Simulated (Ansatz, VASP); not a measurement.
# HfO2: VASP beside Ansatz

```xyz
6
Lattice="3.6067 -0.0307 0.0444 0.0297 3.6014 0.0692 -0.0256 -0.0829 5.2647" Properties=species:S:1:pos:R:3 pbc="T T T"
Hf    1.8504    1.7062    2.6979
Hf    0.0213   -0.0267    0.0067
O     0.0275    1.7042    3.6906
O     1.8104   -0.1186    4.2778
O     1.7884   -0.0738    1.6457
O    -0.0028    1.7529    1.0572
```

Alike in both runs: functional PBE; k mesh 6 × 6 × 4; occupations gaussian, width 0.1 eV; no spin polarisation.

Ansatz relaxed the structure, and its values are those at the end. VASP's run is a single point on that final structure, the one shown.

|  | VASP | Ansatz |
| --- | --- | --- |
| version | VASP 6.6.1 | Ansatz 0.2.0 |
| potentials or method | VASP PAW PBE potentials, release 64 (Hf_pv, O), cutoff 520 eV | scalar-relativistic, plane waves, PAW |
| valence electrons in the cell | 44 | 76 |

```tsv
	VASP	Ansatz	Ansatz less VASP
gap on the k mesh at the Fermi level (eV)	4.65	4.67	+0.022
least direct gap on the mesh (eV)	4.72	4.73	+0.017
pressure (GPa)	-3.1	0.0	+3.13
rms of the force components (eV/Å)	0.023	0.001	-0.0223
```

The functional is the same, so the differences come from potentials, cutoffs and numerics. VASP's potentials hold 44 valence electrons a cell and Ansatz's 76, so a difference there can come from the potentials and not from the codes.

Spin-orbit coupling is off throughout.
